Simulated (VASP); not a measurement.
LiF:

```xyz
2
Lattice="0.0000 2.1708 2.1708 2.1708 0.0000 2.1708 2.1708 2.1708 0.0000" Properties=species:S:1:pos:R:3 pbc="T T T"
Li    0.0000    0.0000    0.0000
F     1.0854    1.0854    1.0854
```

This cell differs from its parent crystal: strain +1.2%.

Program: VASP 6.6.1. Alike in all runs: task single point; potentials or basis VASP PAW PBE potentials, release 64 (Li_sv, F); no spin polarisation; cell as given; cutoff (eV) 520.

Problem. Order these runs on this cell by their band gap on the k mesh, lowest first.
A. level r2SCAN; k mesh 10 × 10 × 10; smearing gaussian 0.01 eV
B. level PBE; k mesh 10 × 10 × 10; smearing fermi-dirac 0.02 eV
C. level HSE06; k mesh 8 × 8 × 8; smearing gaussian 0.01 eV; grid for exact exchange (PRECFOCK) Normal; screening parameter 0.2079 1/Å

Solution. B (7.72 eV), A (8.56 eV), C (9.87 eV).

A k mesh can miss the band edges.
